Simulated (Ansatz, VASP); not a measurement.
**One calculation of SnBi2O, two programs**

```xyz
4
Lattice="2.0446 1.1805 6.7103 -2.0446 1.1805 6.7103 0.0000 -2.3609 6.7103" Properties=species:S:1:pos:R:3 pbc="T T T"
Sn    0.0000    0.0000   10.0654
Bi    0.0000    0.0000    5.3797
Bi    0.0000    0.0000   14.7511
O     0.0000    0.0000    0.0000
```

Change from the starting cell: species swapped into the KSmTe2 type (R-3m, No. 166).

Alike in both runs: functional PBE; k mesh 6 × 6 × 6; occupations gaussian, width 0.1 eV; no spin polarisation.

Ansatz relaxed the structure, and its values are those at the end. VASP's run is a single point on that final structure, the one shown.

|  | VASP | Ansatz |
| --- | --- | --- |
| version | VASP 6.6.1 | Ansatz 0.2.0 |
| potentials or method | VASP PAW PBE potentials, release 64 (Sn_d, Bi_d, O), cutoff 520 eV | scalar-relativistic, plane waves, PAW |
| valence electrons in the cell | 50 | 50 |

```tsv
	VASP	Ansatz	Ansatz less VASP
gap on the k mesh at the Fermi level (eV)	none	none	-
pressure (GPa)	-0.1	0.0	+0.07
rms of the force components (eV/Å)	0.005	0.004	-0.0012
```

A gap of «none» marks a metal or a gap that the smearing closes.

Spin-orbit coupling is off throughout.
